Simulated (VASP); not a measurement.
Input of a VASP 6.6.1 run:

File INCAR:

```
SYSTEM = Ir4Cl
PREC = Accurate ; ENCUT = 520
EDIFF = 1E-6 ; ISMEAR = 0
SIGMA = 0.1 ; LREAL = .FALSE.
LASPH = .TRUE. ; NELM = 60
ALGO = Fast ; ISIF = 2
LWAVE = .FALSE. ; LCHARG = .FALSE.
LDIPOL = .TRUE. ; IDIPOL = 3
DIPOL = 0.5 0.5 0.347 ; GGA = PE
NBANDS = 30
```

The input KPOINTS:

```
Automatic mesh
0
G
  10 7 1
  0 0 0
```

POSCAR

```
Ir4Cl
1.0
    2.7367600872      0.0000000000      0.0000000000
    0.0000000000      3.8703632323      0.0000000000
    0.0000000000      0.0000000000     19.4599433730
Ir Cl
4 1
Direct
    0.5000000000      0.5000000000      0.2055504440
    0.0000000000      0.0000000000      0.2758682254
    0.5000000000      0.5000000000      0.3454282605
    0.0000000000      0.0000000000      0.4090424736
    0.5000000000      0.3750000000      0.5011591102
```

Potentials or basis: VASP PAW PBE potentials, release 64 (Ir, Cl).

Run with:

```console
$ cat potpaw_PBE.64/Ir/POTCAR potpaw_PBE.64/Cl/POTCAR > POTCAR
$ mpirun -np 1 vasp_std > vasp.out
```

(1) What does it give for the largest force?

(2) Estimate the band gap on the k mesh.

Results:

(1) 1.511 eV/Å.

(2) zero (an odd number of electrons rules out a gap without spin polarisation).

Caveat: spin-orbit coupling is left out, which moves the levels of the heavy elements.
